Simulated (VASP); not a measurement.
# ScAl3N4 (scan) (P1) in VASP: notebook

ScAl3N4 (scan) is run at these levels: r2SCAN; tasks: single point.

Everything below comes from runs of VASP 6.6.1. Logs are shortened: lines on timing, memory, paths and dates and some standing lists are left out, and cuts for length are marked.

## Step 1: The cell of the first run

The typed cell holds 16 atoms: a = 5.577 Å, b = 5.902 Å, c = 6.513 Å, α = 106.03°, β = 89.95°, γ = 118.12°.

## Step 2: Single point, r2SCAN

POSCAR reads:

```
ScAl3N4
1.0
    4.8313612023     -2.7867989920     -0.0046294233
   -3.2264564639     -0.0180099451     -4.9417483806
    3.2589456120      5.6394819817     -0.0008242357
Sc Al N
2 6 8
Direct
    0.3484557348      0.0349236789      0.0011632363
    0.9408584398      0.5242321516      0.1337587816
    0.8199070294     -0.0113758654      0.2548559713
    0.3345910946      0.0013342005      0.5070823895
    0.8401893261      0.0032080639      0.7419324349
    0.4069059798      0.4912718164      0.3868676851
    0.9175142820      0.4980335368      0.6241350748
    0.4190930286      0.5134172890      0.8650459470
    0.5992419352      0.5928139220      0.1518917305
    0.1562640542      0.6198319073      0.4288958711
    0.6498209955      0.6158407028      0.6493661857
    0.1480241874      0.6176619343      0.8834500798
    0.7521968222      0.1025333545      0.0257248601
    0.2015545777      0.0961659393      0.2954986849
    0.7165996739      0.1117939400      0.5273737908
    0.2207828389      0.1323134282      0.7589572765
```

INCAR.step1 reads:

```
SYSTEM = ScAl3N4
  PREC = Accurate
  ENCUT = 520
  ISMEAR = 0
  SIGMA = 0.1
  LREAL = Auto
  LASPH = .TRUE.
  NELM = 60
  NBANDS = 54
  GGA = PE
  ALGO = Normal
  EDIFF = 1E-4
  LWAVE = .TRUE.
  LCHARG = .FALSE.
```

INCAR.step2 reads:

```
SYSTEM = ScAl3N4
  PREC = Accurate
  ENCUT = 520
  EDIFF = 1E-6
  ISMEAR = 0
  SIGMA = 0.1
  LREAL = Auto
  LASPH = .TRUE.
  NELM = 60
  ALGO = Normal
  ISIF = 2
  LWAVE = .FALSE.
  LCHARG = .TRUE.
  METAGGA = R2SCAN
  LMIXTAU = .TRUE.
  LELF = .TRUE.
  LVHAR = .TRUE.
  NBANDS = 54
  ISTART = 1
```

KPOINTS reads:

```
regular mesh
0
G
  4 4 4
  0 0 0
```

Potentials or basis: VASP PAW PBE potentials, release 64 (Sc_sv, Al, N).

Started as:

```
$ cat potpaw_PBE.64/Sc_sv/POTCAR potpaw_PBE.64/Al/POTCAR potpaw_PBE.64/N/POTCAR > POTCAR
$ cp INCAR.step1 INCAR
$ mpirun -np 1 vasp_std > vasp.out
$ cp INCAR.step2 INCAR
$ mpirun -np 1 vasp_std > vasp.out
```

OUTCAR:

```text
SYSTEM = ScAl3N4
   PREC = Accurate
   ENCUT = 520
   EDIFF = 1E-6
   ISMEAR = 0
   LREAL = Auto
   LASPH = .TRUE.
   NELM = 60
   ISIF = 2
   METAGGA = R2SCAN
   ISTART = 1

 ion  position               nearest neighbor table
   1  0.348  0.035  0.001-  16 2.05  12 2.07  14 2.09  13 2.09   6 3.02   8 3.04   2 3.10   2 3.16
                             4 3.17   8 3.17   5 3.20   7 3.22   3 3.26   5 3.27   3 3.31   4 3.35
   2  0.941  0.524  0.134-  12 2.05  10 2.05  13 2.09   9 2.12   4 3.01   3 3.02   1 3.10   1 3.16
                             6 3.19   8 3.21   5 3.21   3 3.23   7 3.24   7 3.28   6 3.35   8 3.36
   3  0.820  0.989  0.255-  13 1.90  14 1.91  15 1.92   9 1.96   2 3.02   8 3.08   7 3.10   6 3.11
                             6 3.11   5 3.15   4 3.19   2 3.23   1 3.26   4 3.27   1 3.31
   4  0.335  0.001  0.507-  16 1.86  10 1.89  14 1.89  15 1.90   2 3.01   6 3.05   7 3.09   7 3.09
                             8 3.09   6 3.11   5 3.16   1 3.17   3 3.19   5 3.20   3 3.27   1 3.35
   5  0.840  0.003  0.742-  16 1.88  11 1.92  13 1.92  15 1.94   7 3.06   8 3.06   6 3.10   7 3.10
                             8 3.11   3 3.15   4 3.16   1 3.20   4 3.20   2 3.21   1 3.27
   6  0.407  0.491  0.387-  10 1.87  11 1.92   9 1.94  14 1.95   1 3.02   4 3.05   8 3.08   5 3.10
                             3 3.11   4 3.11   3 3.11   7 3.15   2 3.19   7 3.22   2 3.35
   7  0.918  0.498  0.624-  12 1.87  10 1.87  15 1.91  11 1.91   5 3.06   4 3.09   4 3.09   3 3.10
                             5 3.10   6 3.15   8 3.16   8 3.22   6 3.22   1 3.22   2 3.24   2 3.28
   8  0.419  0.513  0.865-  12 1.87  16 1.89  11 1.93   9 1.95   1 3.04   5 3.06   3 3.08   6 3.08
                             4 3.09   5 3.11   7 3.16   1 3.17   2 3.21   7 3.22   2 3.36
   9  0.599  0.593  0.152-   6 1.94   8 1.95   3 1.96   2 2.12
  10  0.156  0.620  0.429-   6 1.87   7 1.87   4 1.89   2 2.05
  11  0.650  0.616  0.649-   7 1.91   5 1.92   6 1.92   8 1.93
  12  0.148  0.618  0.883-   7 1.87   8 1.87   2 2.05   1 2.07
  13  0.752  0.103  0.026-   3 1.90   5 1.92   2 2.09   1 2.09
  14  0.202  0.096  0.295-   4 1.89   3 1.91   6 1.95   1 2.09
  15  0.717  0.112  0.527-   4 1.90   7 1.91   3 1.92   5 1.94
  16  0.221  0.132  0.759-   4 1.86   5 1.88   8 1.89   1 2.05

  LATTYP: Found a triclinic cell.
 ALAT       =     5.9017982623
 B/A-ratio  =     0.9450481287
 C/A-ratio  =     1.1036310872
 COS(alpha) =     0.0007994980
 COS(beta)  =     0.2760695446
 COS(gamma) =     0.4713377076

  Lattice vectors:

 A1 = (   3.2264564639,   0.0180099451,   4.9417483806)
 A2 = (   4.8313612023,  -2.7867989920,  -0.0046294233)
 A3 = (   3.2589456120,   5.6394819817,  -0.0008242357)

Analysis of symmetry for initial positions (statically):
=====================================================================
 Subroutine PRICEL returns:
 Original cell was already a primitive cell.

 Routine SETGRP: Setting up the symmetry group for a
 triclinic supercell.

 Subroutine GETGRP returns: Found  1 space group operations
 (whereof  1 operations were pure point group operations)
 out of a pool of  2 trial point group operations.

The static configuration has the point symmetry C_1 .

Analysis of symmetry for dynamics (positions and initial velocities):
=====================================================================
 Subroutine PRICEL returns:
 Original cell was already a primitive cell.

 Routine SETGRP: Setting up the symmetry group for a
 triclinic supercell.

 Subroutine GETGRP returns: Found  1 space group operations
 (whereof  1 operations were pure point group operations)
 out of a pool of  2 trial point group operations.

The dynamic configuration has the point symmetry C_1 .

 Subroutine INISYM returns: Found  1 space group operations
 (whereof  1 operations are pure point group operations),
 and found     1 'primitive' translations

----------------------------------------------------------------------------------------

                                     Primitive cell

  volume of cell :     179.6173

  direct lattice vectors                    reciprocal lattice vectors
     4.831361202 -2.786798992 -0.004629423     0.155157224 -0.089677063 -0.100974981
    -3.226456464 -0.018009945 -4.941748381    -0.000158139  0.000061825 -0.202254507
     3.258945612  5.639481982 -0.000824236     0.076671785  0.133006749 -0.050543573

  length of vectors
     5.577483404  5.901798262  6.513408033     0.205698048  0.202254579  0.161629238

  position of ions in fractional coordinates (direct lattice)
     0.348455735  0.034923679  0.001163236
     0.940858440  0.524232152  0.133758782
     0.819907029  0.988624135  0.254855971
     0.334591095  0.001334200  0.507082389
     0.840189326  0.003208064  0.741932435
     0.406905980  0.491271816  0.386867685
[... 8 lines left out ...]
     0.716599674  0.111793940  0.527373791
[... 35 lines left out ...]

  Length of vectors
     0.051424512  0.050563645  0.040407310

  Shift w.r.t. Gamma in fractional coordinates (k-lattice)
     0.000000000  0.000000000  0.000000000

 Subroutine IBZKPT returns following result:
 ===========================================

 Found     36 irreducible k-points:

 Following reciprocal coordinates:
            Coordinates               Weight
  0.000000  0.000000  0.000000      1.000000
  0.250000  0.000000  0.000000      2.000000
  0.500000  0.000000  0.000000      1.000000
 -0.000000  0.250000 -0.000000      2.000000
  0.250000  0.250000 -0.000000      2.000000
  0.500000  0.250000  0.000000      2.000000
[... 16 lines left out ...]
 -0.000000 -0.250000  0.250000      2.000000
  0.250000 -0.250000  0.250000      2.000000
 [... further k-points ...]
   k-points           NKPTS =     36   k-points in BZ     NKDIM =     36   number of bands    NBANDS=     54
   number of dos      NEDOS =    301   number of ions     NIONS =     16
   total plane-waves  NPLWV =  96768
   dimension x,y,z NGX =    42 NGY =   48 NGZ =   48
   dimension x,y,z NGXF=    84 NGYF=   96 NGZF=   96
   ions per type =               2   6   8
   NGX,Y,Z   is equivalent  to a cutoff of  12.52, 13.52, 12.25 a.u.
   NGXF,Y,Z  is equivalent  to a cutoff of  25.04, 27.04, 24.50 a.u.
 SYSTEM =  ScAl3N4
   PREC   = accura    normal or accurate (medium, high low for compatibility)
   ISTART =      1    job   : 0-new  1-cont  2-samecut
   ICHARG =      0    charge: 1-file 2-atom 10-const
   ISPIN  =      1    spin polarized calculation?
   LNONCOLLINEAR =      F non collinear calculations
   LSORBIT =      F    spin-orbit coupling
   LASPH  =      T    aspherical Exc in radial PAW
   ENCUT  =  520.0 eV  38.22 Ry    6.18 a.u.  10.37 10.97 12.11*2*pi/ulx,y,z
   NELM   =     60;   NELMIN=  2; NELMDL=  0     # of ELM steps
   EDIFF  = 0.1E-05   stopping-criterion for ELM
   LREAL  =      T    real-space projection
   EDIFFG = 0.1E-04   stopping-criterion for IOM
   NSW    =      0    number of steps for IOM
   IBRION =     -1    ionic relax: 0-MD 1-quasi-New 2-CG
   NFREE  =      0    steps in history (QN), initial steepest desc. (CG)
   ISIF   =      2    stress and relaxation
   ISYM   =      2    0-nonsym 1-usesym 2-fastsym
   POTIM  = 0.5000    time-step for ionic-motion
   TEBEG  =    0.0;   TEEND  =   0.0 temperature during run
   PSTRESS=    0.0 pullay stress
   NELECT =      80.0000    total number of electrons
   NUPDOWN=      -1.0000    fix difference up-down
   EMIN   =  10.00;   EMAX   =-10.00  energy-range for DOS
   EFERMI =   0.00;   METHOD = LEGACY
   ISMEAR =     0;   SIGMA  =   0.10  broadening in eV -4-tet -1-fermi 0-gaus
   EFERMI_NEDOS =   21; number of points for ismear=-14 and -15
   IALGO  =     38    algorithm
   IMIX   =      4    mixing-type and parameters
     AMIX     =   0.40;   BMIX     =  1.00
     AMIX_MAG =   1.60;   BMIX_MAG =  1.00
  volume/ion in A,a.u.               =      11.23        75.76
  Fermi-wavevector in a.u.,A,eV,Ry     =   1.250227  2.362586 21.266818  1.563067
  Thomas-Fermi vector in A             =   2.384231
   LORBIT       =      0    0 simple, 1 ext, 2 COOP (PROOUT), +10 PAW based schemes
   METAGGA = R2SCAN    functional components
   LHFCALC =     F    Hartree Fock is set to
   AEXX    =    0.0000 exact exchange contribution
   IVDW    =     0    specifies the selected vdW correction
   LEPSILON=     F    determine dielectric tensor
   LRPA    =     F    only Hartree local field effects (RPA)
 non-spin polarized calculation
 Gauss-broadening in eV      SIGMA  =   0.10
  energy-cutoff  :      520.00
  volume of cell :      179.62
 maximum number of plane-waves:      4860
 NGX is ok and might be reduce to    42
   NGX = 21   NGY = 21   NGZ = 25

 number of electron      79.9999995 magnetization

 Free energy of the ion-electron system (eV)
  ---------------------------------------------------
  ext. energy  EPLUGINS =         0.00000000
  ---------------------------------------------------
  free energy    TOTEN  =      -163.09679133 eV

  energy without entropy =     -163.09679133  energy(sigma->0) =     -163.09679133

 E-fermi :   5.5322     XC(G=0): -11.4188

 val. band max:        5.0764056816   @ k =   0.0000   0.0000   0.0000
 cond. band min:       9.0486364839   @ k =  -0.0000  -0.2500   0.2500
 fundamental gap:      3.9722308024
 Fermi energy:         5.5321697200

 k-point     1 :       0.0000    0.0000    0.0000
  band No.  band energies     occupation
      1     -43.8194      2.00000
      2     -43.7392      2.00000
      3     -21.8136      2.00000
      4     -21.6477      2.00000
      5     -21.6237      2.00000
      6     -21.5604      2.00000
[... 1309 lines left out ...]
     51      12.1515      0.00000
     52      12.4406      0.00000

 [... further k-points ...]

 [bands above 52 left out]

------------------------ aborting loop because EDIFF is reached ----------------------------------------

  FORCE on cell =-STRESS in cart. coord.  units (eV):
  Direction    XX          YY          ZZ          XY          YZ          ZX
  --------------------------------------------------------------------------------------
  -------------------------------------------------------------------------------------
  Total        0.2006432      0.1972078      0.0862200      0.0012467     -0.0247170     -0.0037946
  in kB        1.7897275      1.7590839      0.7690784      0.0111207     -0.2204748     -0.0338475
  external PRESSURE =       1.4392966 kB  Pullay stress =       0.0000000 kB

 VOLUME and BASIS-vectors are now :
 -----------------------------------------------------------------------------
  energy-cutoff  :      520.00
  volume of cell :      179.62
      direct lattice vectors                 reciprocal lattice vectors
     4.831361202 -2.786798992 -0.004629423     0.155157224 -0.089677063 -0.100974981
    -3.226456464 -0.018009945 -4.941748381    -0.000158139  0.000061825 -0.202254507
     3.258945612  5.639481982 -0.000824236     0.076671785  0.133006749 -0.050543573

 POSITION                                       TOTAL-FORCE (eV/Angst)
 -----------------------------------------------------------------------------------
      1.57463     -0.96515     -0.17420         0.009432     -0.010391     -0.021478
      3.29013     -1.87709     -2.59509        -0.026708      0.000400     -0.009628
      1.60208     -0.86547     -4.88954        -0.016008      0.008133     -0.016661
      3.26478      1.92722     -0.00856         0.017497      0.002191      0.003680
      6.46682      1.84262     -0.02035        -0.004104      0.010287      0.014573
      1.64162      1.03892     -2.42994         0.018748     -0.000866     -0.003918
[... 8 lines left out ...]
      4.82014      0.97508     -0.55621         0.007166     -0.003953     -0.005718
      3.11318      3.66247     -0.65551        -0.069018     -0.042881     -0.024212
 -----------------------------------------------------------------------------------
    total drift:                               -0.004354      0.004235     -0.011174

  FREE ENERGIE OF THE ION-ELECTRON SYSTEM (eV)
  ---------------------------------------------------
  free  energy   TOTEN  =      -163.0967913320 eV

  energy  without entropy=     -163.0967913320  energy(sigma->0) =     -163.09679133
```

Wall time 16 min (1 thread of Intel Xeon 6975P-C (Granite Rapids), shared host); peak memory 0.44 GiB.

Results:

```
Free energy            : -163.0968 eV
Pressure               : 0.1 GPa
Largest force          : 0.115 eV/Å
Band gap on the k mesh : 3.97 eV, indirect (least direct gap 4.25 eV)
```

Forces on the atoms (eV/Å):
```
Sc   0.009 -0.010 -0.021
Sc  -0.027  0.000 -0.010
Al  -0.016  0.008 -0.017
Al   0.017  0.002  0.004
Al  -0.004  0.010  0.015
Al   0.019 -0.001 -0.004
Al  -0.018  0.011  0.010
Al   0.010 -0.024  0.013
N   -0.086  0.042 -0.026
N    0.080  0.052 -0.030
N    0.002  0.004  0.002
N   -0.002 -0.098  0.053
N    0.080 -0.049  0.067
N   -0.002  0.097 -0.025
N    0.007 -0.004 -0.006
N   -0.069 -0.043 -0.024
```

Caveat: the PAW data sets were made with another functional, which shifts forces and pressure a little. A k mesh can miss the band edges.

(Continued in part 2 of 2.)
